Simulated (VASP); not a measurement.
A run of VASP 6.6.1:

Contents of INCAR:

```
PREC = Accurate ; ENCUT = 520
EDIFF = 1E-6 ; ISMEAR = 0
SIGMA = 0.15 ; LREAL = False
LASPH = True ; NELM = 100
ALGO = Normal ; ISIF = 2
LWAVE = False ; LCHARG = False
GGA = PS ; NBANDS = 8
```

File KPOINTS:

```
Automatic mesh
0
Gamma
  20 20 20
```

The input POSCAR:

```
Al
1.0
   -1.5673504096      1.5673504096      1.6389552507
    1.5673504096     -1.5673504096      1.6389552507
    1.5673504096      1.5673504096     -1.6389552507
Al
1
Direct
    0.0000000000      0.0000000000      0.0000000000
```

Potentials or basis: VASP PAW PBE potentials, release 64 (Al).

The run is started by

```sh
$ cat potpaw_PBE.64/Al/POTCAR > POTCAR
$ mpirun -np 1 vasp_std > vasp.out
```

Hardware: 1 thread of AMD EPYC 7R13 (shared host).

Problem. Estimate the wall time of this run.

Solution. It took 64 s on 1 thread of AMD EPYC 7R13 (shared host), peak memory 0.16 GiB. Counts: scf iterations 9, k points 641.
